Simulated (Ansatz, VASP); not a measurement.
## Two plane-wave programs on Al4N5

File INCAR:

```
SYSTEM = Al4N5
  PREC = Accurate
  ENCUT = 520
  EDIFF = 1E-6
  ISMEAR = 0
  SIGMA = 0.05
  LREAL = Auto
  LASPH = .TRUE.
  NELM = 80
  ALGO = Normal
  ISIF = 2
  LWAVE = .FALSE.
  LCHARG = .TRUE.
  LDIPOL = .TRUE.
  IDIPOL = 3
  DIPOL = 0.5 0.5 0.289
  GGA = PE
  IVDW = 12
  LELF = .TRUE.
  LVHAR = .TRUE.
  LVACPOTAV = .TRUE.
  NBANDS = 52
```

Contents of KPOINTS:

```
regular mesh
0
G
  5 6 1
  0 0 0
```

POSCAR

```
Al4N5
1.0
    6.2178777932      0.0000000000      0.0000000000
    0.0000000000      4.9778062151      0.0000000000
    0.0000000000      0.0000000000     22.0612415661
Al N
8 10
Direct
    0.0000000000      0.9984444684      0.1813134582
    0.5000000000      0.9984444684      0.1813134582
    0.2500000000      0.4984444684      0.2219944576
    0.7500000000      0.4984444684      0.2219944576
    0.2500000000      0.9927115344      0.3083994001
    0.7500000000      0.9927115344      0.3083994001
    0.0000000000      0.4640676885      0.3340308200
    0.5000000000      0.4640676885      0.3340308200
    0.0000000000      0.6165555316      0.1813134582
    0.5000000000      0.6165555316      0.1813134582
    0.2500000000      0.1165555316      0.2219944576
    0.7500000000      0.1165555316      0.2219944576
    0.2500000000      0.6144481599      0.3071137031
    0.7500000000      0.6144481599      0.3071137031
    0.0000000000      0.1109285761      0.3427387141
    0.5000000000      0.1109285761      0.3427387141
    0.2500000000      0.8609285761      0.4741909713
    0.2500000000      0.8609285761      0.5240521723
```

Input for Ansatz:

```yaml
crystal:
  lattice:
    - [6.2178777932, 0.0, 0.0]
    - [0.0, 4.9778062151, 0.0]
    - [0.0, 0.0, 22.0612415661]
  atoms:
    - { symbol: Al, position: [0.0, 0.9984444684, 0.1813134582] }
    - { symbol: Al, position: [0.5, 0.9984444684, 0.1813134582] }
    - { symbol: "N", position: [0.0, 0.6165555316, 0.1813134582] }
    - { symbol: "N", position: [0.5, 0.6165555316, 0.1813134582] }
    - { symbol: Al, position: [0.25, 0.4984444684, 0.2219944576] }
    - { symbol: Al, position: [0.75, 0.4984444684, 0.2219944576] }
    - { symbol: "N", position: [0.25, 0.1165555316, 0.2219944576] }
    - { symbol: "N", position: [0.75, 0.1165555316, 0.2219944576] }
    - { symbol: Al, position: [0.25, 0.9927115344, 0.3083994001] }
    - { symbol: Al, position: [0.75, 0.9927115344, 0.3083994001] }
    - { symbol: "N", position: [0.25, 0.6144481599, 0.3071137031] }
    - { symbol: "N", position: [0.75, 0.6144481599, 0.3071137031] }
    - { symbol: Al, position: [0.0, 0.4640676885, 0.33403082] }
    - { symbol: Al, position: [0.5, 0.4640676885, 0.33403082] }
    - { symbol: "N", position: [0.0, 0.1109285761, 0.3427387141] }
    - { symbol: "N", position: [0.5, 0.1109285761, 0.3427387141] }
    - { symbol: "N", position: [0.25, 0.8609285761, 0.4741909713] }
    - { symbol: "N", position: [0.25, 0.8609285761, 0.5240521723] }
basis:
  ecutwfc: 420
kpoints:
  mp_grid: { grid: [5, 6, 1] }
hamiltonian:
  xc: pbe
  pseudopotentials: { kind: paw, azcp: { folder: soft_1 } }
  dispersion: d3bj
scf:
  occupations: { method: gaussian, width: 0.05 }
output:
  forces: true
  eigenvalues: true
efield:
  axis: 3
  dipole_correction: true
  ramp_width: 0.04
```

Alike in both runs: task single point; functional PBE; dispersion D3(BJ); k mesh 5 × 6 × 1; occupations gaussian, width 0.05 eV; no spin polarisation.

|  | VASP | Ansatz |
| --- | --- | --- |
| version | VASP 6.6.1 | Ansatz 0.2.0 |
| potentials or method | VASP PAW PBE potentials, release 64 (Al, N), cutoff 520 eV | scalar-relativistic, plane waves, PAW |
| valence electrons in the cell | 74 | 74 |

```tsv
	VASP	Ansatz	Ansatz less VASP
gap on the k mesh at the Fermi level (eV)	1.45	1.46	+0.008
least direct gap on the mesh (eV)	1.46	1.46	+0.005
rms of the force components (eV/Å)	0.821	0.710	-0.1105
```

Noted on VASP's run: the standard files for N, O and F lose accuracy on very short bonds.
